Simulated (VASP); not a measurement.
A run of VASP 6.6.1:

Contents of POSCAR:

```
HF
1.0
    6.6883740000      0.0000000000      0.0000000000
    0.0000000000      6.6883740000      0.0000000000
    0.0000000000      0.0000000000      6.6883740000
F H
8 8
Direct
    0.1422931459      0.1973936070      0.6969286746
    0.7609128011      0.1167225724      0.9072527944
    0.0082662980      0.7163838274      0.3499772920
    0.7830481680      0.6764597161      0.6495871368
    0.0971217695      0.9451592367      1.0577114773
    0.4839497036      0.3192557147      0.5318834765
    0.5132892702      0.9174816348      0.7246429097
    0.7430186405      0.2613023061      0.2583046174
    0.2649004689      0.2228313319      0.6337279538
    0.6567145896      0.0493673856      0.8325935288
    0.0244905064      0.8083319348      0.2430486785
    0.8652858042      0.6988358133      0.5348720934
    0.0226272550      1.0116009285      0.9587856846
    0.5718538409      0.2896847760      0.4249233055
    0.5956993657      0.8090815891      0.6814421680
    0.7305867726      0.2155988257      0.1247476087
```

INCAR.step1

```
PREC = Accurate
ENCUT = 520
ISMEAR = -1
SIGMA = 0.02
LREAL = Auto
LASPH = T
NELM = 80
NBANDS = 46
GGA = PE
ALGO = Normal
EDIFF = 1E-4
LWAVE = T
LCHARG = F
```

Contents of INCAR.step2:

```
PREC = Accurate
ENCUT = 520
EDIFF = 1E-7
ISMEAR = -1
SIGMA = 0.02
LREAL = Auto
LASPH = T
NELM = 80
ALGO = Normal
ISIF = 2
LWAVE = F
LCHARG = F
METAGGA = R2SCAN
LMIXTAU = T
IVDW = 12
VDW_S6 = 1.0
VDW_S8 = 0.78981345
VDW_A1 = 0.49484001
VDW_A2 = 5.73083694
NBANDS = 46
ISTART = 1
```

The input KPOINTS:

```
regular mesh
0
Gamma
  1 1 1
```

Potentials or basis: VASP PAW PBE potentials, release 64 (F, H).

Command:

```sh
$ cat potpaw_PBE.64/F/POTCAR potpaw_PBE.64/H/POTCAR > POTCAR
$ cp INCAR.step1 INCAR
$ mpirun -np 1 vasp_gam > vasp.out
$ cp INCAR.step2 INCAR
$ mpirun -np 1 vasp_gam > vasp.out
```

Hardware: 1 thread of Intel(R) Xeon(R) Platinum 8259CL CPU @ 2.50GHz (Skylake/Cascade Lake), on a shared host.

**Question.** How long does it take, and how much memory?

**Answer.** Wall time 100 s on 1 thread of Intel(R) Xeon(R) Platinum 8259CL CPU @ 2.50GHz (Skylake/Cascade Lake) (shared host), peak memory 0.35 GiB. Counts: k points 1.
